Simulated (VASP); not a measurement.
# Ag: single point with PBE

Crystal: Ag.

```xyz
1
Lattice="-1.4534 1.4534 1.4534 1.4534 -1.4534 1.4534 1.4534 1.4534 -1.4534" Properties=species:S:1:pos:R:3 pbc="T T T"
Ag    0.0000    0.0000    0.0000
```

This isn't the form of Ag at room conditions, which is fcc.

```
Program             : VASP 6.6.1
Task                : single point
Functional          : PBE
Potentials or basis : VASP PAW PBE potentials, release 64 (Ag)
Cutoff              : 520 eV
k mesh              : 19 × 19 × 19
Occupations         : fermi-dirac, width 0.08 eV
Spin                : no spin polarisation
```

The pressure is 99.0 GPa and the band gap on the k mesh is zero (an odd number of electrons rules out a gap without spin polarisation).

Levels at points of the mesh, in eV from the Fermi level:
```csv
k point,band 3,band 4,band 5,band 6,band 7,band 8,band 9,band 10
"(0.00, 0.00, 0.00)",-6.72,-6.72,-4.46,-4.46,18.54,18.54,18.54,28.51
```

Wall time 30 s on 1 thread of Intel Xeon 8259CL (shared host), peak memory 0.15 GiB.

Caveat: the cell stands under pressure.
